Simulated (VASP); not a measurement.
Wanted: the native input for a VASP 6.6.1 run.

| Quantity | Value |
| --- | --- |
| Task | single point |
| Functional | PBE |
| Potentials or basis | VASP PAW PBE potentials, release 64 (La, S) |
| Cutoff | 520 eV |
| k mesh | 18 × 18 × 18 |
| Occupations | gaussian, width 0.1 eV |
| Spin | no spin polarisation |
| Dipole correction | no |
| Further INCAR settings | ALGO = Normal; EDIFF = 1e-06; NBANDS = 21 |

The structure of La2S lies in POSCAR:

```
La2S
1.0
   -1.8053172028      1.8053172028      6.7538022447
    1.8053172028     -1.8053172028      6.7538022447
    1.8053172028      1.8053172028     -6.7538022447
La S
2 1
Direct
    0.6271940390      0.6271940390      0.0000000000
    0.3728059610      0.3728059610      0.0000000000
    0.0000000000      0.0000000000      0.0000000000
```

The cell was generated, and may not be a known phase.

One way to write it, as run:

INCAR

```
ALGO = Normal ; EDIFF = 1E-6
ENCUT = 520 ; GGA = PE
ISIF = 2 ; ISMEAR = 0
LASPH = T ; LCHARG = F
LREAL = F ; LWAVE = F
NBANDS = 21 ; NELM = 80
PREC = Accurate ; SIGMA = 0.1
```

KPOINTS

```
k-points
0
Gamma
  18 18 18
```

Potentials or basis: VASP PAW PBE potentials, release 64 (La, S).

The run is started by

```console
$ cat potpaw_PBE.64/La/POTCAR potpaw_PBE.64/S/POTCAR > POTCAR
$ mpirun -np 1 vasp_std > vasp.out
```

Results of the run:

```json
{
  "Pressure": "-0.1 GPa",
  "Band gap on the k mesh": "zero (bands 14 and 15 overlap by 1.28 eV)"
}
```

Caveat: spin-orbit coupling is left out, which moves the levels of the heavy elements.

It took 20 min on 1 thread of Intel(R) Xeon(R) 6975P-C (Granite Rapids), with other jobs on the host, peak memory 1.1 GiB.
